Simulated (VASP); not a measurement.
Here is a VASP 6.6.1 calculation.

The input POSCAR:

```
Ge
1.0
   -2.6249827287      2.6249827287      1.4248198492
    2.6249827287     -2.6249827287      1.4248198492
    2.6249827287      2.6249827287     -1.4248198492
Ge
2
Direct
    0.2500000000      0.7500000000      0.5000000000
    0.5000000000      0.5000000000      0.0000000000
```

File INCAR.step1:

```
PREC     = Accurate       # precision mode
ENCUT    = 520            # plane-wave cutoff, eV
ISMEAR   = -1             # smearing method
SIGMA    = 0.05           # smearing width, eV
LREAL    = F              # projectors in reciprocal space
LASPH    = T              # aspherical terms in the spheres
NELM     = 80             # most SCF steps
NBANDS   = 21             # bands
GGA      = PE             # functional
ALGO     = Normal         # electronic algorithm
EDIFF    = 1E-4           # SCF threshold, eV
LWAVE    = T              # write WAVECAR
LCHARG   = F              # write CHGCAR
```

Contents of INCAR.step2:

```
PREC     = Accurate       # precision mode
ENCUT    = 520            # plane-wave cutoff, eV
EDIFF    = 1E-8           # SCF threshold, eV
ISMEAR   = -1             # smearing method
SIGMA    = 0.05           # smearing width, eV
LREAL    = F              # projectors in reciprocal space
LASPH    = T              # aspherical terms in the spheres
NELM     = 80             # most SCF steps
ALGO     = Normal         # electronic algorithm
ISIF     = 2              # what is computed and relaxed
LWAVE    = F              # write WAVECAR
LCHARG   = F              # write CHGCAR
METAGGA  = R2SCAN         # meta-GGA
LMIXTAU  = T            
LEFG     = T            
NBANDS   = 21             # bands
ISTART   = 1
```

KPOINTS

```
regular mesh
0
Gamma
  16 16 16
```

Potentials or basis: VASP PAW PBE potentials, release 64 (Ge_d).

Run with:

```bash
$ cat potpaw_PBE.64/Ge_d/POTCAR > POTCAR
$ cp INCAR.step1 INCAR
$ mpirun -np 1 vasp_std > vasp.out
$ cp INCAR.step2 INCAR
$ mpirun -np 1 vasp_std > vasp.out
```

(1) Predict the band gap on the k mesh.

(2) Estimate the pressure.

## Answers

(1) zero (bands 14 and 15 overlap by 5.12 eV).

(2) -3.6 GPa.

Caveat: the cell stands under tension; without QUAD_EFG the Cq values of the log hold for a quadrupole moment of 1 mb, not for the nuclei; the PAW data sets were made with another functional, which shifts forces and pressure a little.
